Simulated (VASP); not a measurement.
TaN: single point with PBEsol

Crystal: TaN.

```
Ta N
1.0
     0.00000    2.18774    2.18774
     2.18774    0.00000    2.18774
     2.18774    2.18774    0.00000
Ta N
1 1
Cartesian
  2.1877 2.1877 2.1877
  0.0000 0.0000 0.0000
```

- Program: VASP 6.6.1
- Task: single point
- Functional: PBEsol
- Potentials or basis: VASP PAW PBE potentials, release 64 (Ta_sv_GW, N)
- Cutoff: 600 eV
- k mesh: 9 × 9 × 9
- Occupations: fermi-dirac, width 0.05 eV
- Spin: no spin polarisation
- Dipole correction: no
- Second run: valence_matched
- Further INCAR settings: ALGO = Normal; EDIFF = 1e-06; NBANDS = 16

```
Pressure               : 0.1 GPa
Band gap on the k mesh : zero (band 9 reaches 15.46 eV, above the bottom of band 10 at 11.71 eV)
```

Levels at points of the mesh, in eV from the Fermi level:
```
           k point  band 6  band 7  band 8  band 9  band 10  band 11  band 12  band 13
(0.00, 0.00, 0.00)   -3.72   -3.72   -3.72   -2.04    -2.04    -2.04     0.16     0.16
```

Wall time 13 s on 1 thread of AMD EPYC 9R45 96-Core Processor (Zen 5) (shared host), peak memory 0.14 GiB.

Caveat: the PAW data sets were made with another functional, which shifts forces and pressure a little; spin-orbit coupling is left out, which moves the levels of the heavy elements.
